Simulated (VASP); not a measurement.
Here is a VASP 6.6.1 calculation.

INCAR

```
SYSTEM = PbS
  ALGO = Normal
  EDIFF = 1E-7
  ENCUT = 520
  GGA = RP
  ISIF = 2
  ISMEAR = -1
  IVDW = 12
  LASPH = .TRUE.
  LCHARG = .FALSE.
  LREAL = .FALSE.
  LWAVE = .FALSE.
  NBANDS = 17
  NELM = 80
  PREC = Accurate
  SIGMA = 0.05
```

Contents of KPOINTS:

```
k-points
0
G
  8 8 8
  0 0 0
```

The input POSCAR:

```
PbS
1.0
    0.0000000000      2.7908291628      2.7908291628
    2.7908291628      0.0000000000      2.7908291628
    2.7908291628      2.7908291628      0.0000000000
Pb S
1 1
Direct
    0.0000000000      0.0000000000      0.0000000000
    0.5000000000      0.5000000000      0.5000000000
```

Potentials or basis: VASP PAW PBE potentials, release 64 (Pb_d, S).

Launch:

```console
$ cat potpaw_PBE.64/Pb_d/POTCAR potpaw_PBE.64/S/POTCAR > POTCAR
$ mpirun -np 1 vasp_std > vasp.out
```

Task: What does it give for the pressure?

Result: -0.1 GPa.

Task: Estimate the dispersion energy per atom.

Result: -2.060 eV.

Caveat: the PAW data sets were made with another functional, which shifts forces and pressure a little.
